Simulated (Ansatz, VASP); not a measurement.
LuZr2Ge2 in VASP and in Ansatz

```
Zr Lu Ge
1.0
     4.24594    0.00000    0.00000
    -2.12297    3.67709    0.00000
     0.00000    0.00000    6.75165
Zr Lu Ge
2 1 2
Direct
  0.33330 0.66670 0.64150
  0.66670 0.33330 0.35850
  0.00000 0.00000 0.00000
  0.33330 0.66670 0.25137
  0.66670 0.33330 0.74863
```

Alike in both runs: task single point; functional PBE; k mesh 9 × 9 × 5; no spin polarisation.

|  | VASP | Ansatz |
| --- | --- | --- |
| version | VASP 6.6.1 | Ansatz 0.2.0 |
| potentials or method | VASP PAW PBE potentials, release 64 (Zr_sv, Lu, Ge_d), cutoff 520 eV | PAW plane waves |
| occupations | fermi-dirac, width 0.1 eV | fermi-dirac |
| valence electrons in the cell | 77 | 77 |

Ansatz gave:

```
pressure (GPa)                                                : 14.6
traceless stress, the component that is largest in VASP (GPa) : 0.76
rms of the force components (eV/Å)                            : 0.957
```

Which values does VASP return?

Pressure (GPa): 14.8; traceless stress, the component that is largest in VASP (GPa): 0.75; rms of the force components (eV/Å): 0.958.

Atom by atom the forces differ by 0.004 eV/Å (rms over components). Ansatz's warnings: structure snapped to symmetry.

Spin-orbit coupling is off throughout.
